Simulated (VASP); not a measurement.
## ZnSe: vibrations by perturbation theory with PBE

The system is ZnSe.

```xyz
2
Lattice="0.0000 2.6805 2.6805 2.6805 0.0000 2.6805 2.6805 2.6805 0.0000" Properties=species:S:1:pos:R:3 pbc="T T T"
Zn    0.0000    0.0000    0.0000
Se    4.0208    4.0208    4.0208
```

```yaml
Program: VASP 6.6.1
Task: vibrations by perturbation theory
Functional: PBE
Potentials_or_basis: VASP PAW PBE potentials, release 64 (Zn, Se)
Cutoff: 520 eV
k_mesh: 10 × 10 × 10
Occupations: gaussian, width 0.01 eV
Spin: no spin polarisation
Dipole_correction: no
Further_INCAR_settings: ALGO = Normal; EDIFF = 1e-08; NBANDS = 16; IBRION = 8; NSW = 1
```

```
Electronic dielectric tensor (diagonal)                 : 7.07
Born charges (mean of the diagonal)                     : Zn +1.80; Se -1.80 e
Highest phonon frequency at Γ, LO-TO splitting left out : 272 cm⁻¹
```

Phonon frequencies in cm⁻¹ (negative: imaginary):
```
              q point        frequencies
(0.000, 0.000, 0.000)  0 0 0 272 272 272
```

Electronic dielectric tensor:
```
7.07 0.00 0.00
0.00 7.07 0.00
0.00 0.00 7.07
```

Born effective charge tensors (e):
atom 1, Zn
```
1.80 0.00 0.00
0.00 1.80 0.00
0.00 0.00 1.80
```
atom 2, Se
```
-1.80  0.00  0.00
 0.00 -1.80  0.00
 0.00  0.00 -1.80
```

It took 5.3 min on 1 thread of Intel(R) Xeon(R) 6975P-C (Granite Rapids) (shared host), peak memory 0.39 GiB.

Caveat: the cell stands under pressure or tension, which shifts response properties.
